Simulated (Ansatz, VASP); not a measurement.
This is a calculation of CuO for VASP 6.6.1.

INCAR

```
SYSTEM = CuO
PREC     = Accurate       ! precision mode
ENCUT    = 820            ! plane-wave cutoff, eV
EDIFF    = 1E-6           ! SCF threshold, eV
ISMEAR   = -1             ! smearing method
SIGMA    = 0.05           ! smearing width, eV
LREAL    = .False.        ! projectors in reciprocal space
LASPH    = .True.         ! aspherical terms in the spheres
NELM     = 120            ! most SCF steps
ALGO     = Normal         ! electronic algorithm
ISIF     = 2              ! what is computed and relaxed
LWAVE    = .False.        ! write WAVECAR
LCHARG   = .True.         ! write CHGCAR
GGA      = RP             ! functional
LELF     = .True.         ! ELF
LVHAR    = .True.       
NBANDS   = 33             ! bands
GGA_COMPAT= .False.
```

KPOINTS

```
regular mesh
0
Gamma
  9 9 5
  0 0 0
```

POSCAR

```
CuO
1.0
    2.8405840181      0.0000000000      0.0000000000
    0.0385446830      2.8403655272      0.0000000000
    0.0172589332      0.0170118330      5.1063800938
Cu O
2 2
Direct
    0.0000000000      0.5000000000      0.0000000000
    0.5000000000      0.0000000000      0.5000000000
    0.9984239700      0.0016717800      0.7498871000
    0.0015760300      0.9983282200      0.2501129000
```

Potentials or basis: VASP PAW PBE potentials, release 64 (Cu_sv_GW, O).

The run is started by

```sh
$ cat potpaw_PBE.64/Cu_sv_GW/POTCAR potpaw_PBE.64/O/POTCAR > POTCAR
$ mpirun -np 1 vasp_std > vasp.out
```

Task: Translate it to Ansatz 0.2.0. Potentials there: Ansatz PAW.

Result: As run (the cutoff follows the program's own potentials):

Contents of input.yaml:

```yaml
crystal:
  lattice:
    - [2.8405840181, 0.0, 0.0]
    - [0.038544683, 2.8403655272, 0.0]
    - [0.0172589332, 0.017011833, 5.1063800938]
  atoms:
    - { symbol: Cu, position: [0.0, 0.5, 0.0] }
    - { symbol: Cu, position: [0.5, 0.0, 0.5] }
    - { symbol: O, position: [0.99842397, 0.00167178, 0.7498871] }
    - { symbol: O, position: [0.00157603, 0.99832822, 0.2501129] }
hamiltonian:
  xc: rpbe
  pseudopotentials: { kind: paw }
kpoints:
  mp_grid: { grid: [9, 9, 5] }
scf:
  occupations: { method: fermi_dirac, width: 0.05 }
output:
  forces: true
  stress: true
  eigenvalues: true
```

Potentials or basis: Ansatz PAW.

The run is started by

```console
$ ansatz run input.yaml --threads 2 --pin off --max-ram 5632MiB --backend cpu --events-out ev --progress --plain --runs-dir out
```

Both were run:

|  | VASP | Ansatz | Ansatz less VASP |
| --- | --- | --- | --- |
| gap on the k mesh at the Fermi level (eV) | none | none | - |
| pressure (GPa) | 18.7 | 19.4 | +0.69 |
| traceless stress, the component that is largest in VASP (GPa) | 1.73 | 1.71 | -0.021 |
| rms of the force components (eV/Å) | 0.005 | 0.005 | -0.0001 |

VASP's potentials were made for PBE, not for RPBE. Atom by atom the forces differ by 0.000 eV/Å (rms over components). A gap of «none» marks a metal or a gap that the smearing closes.
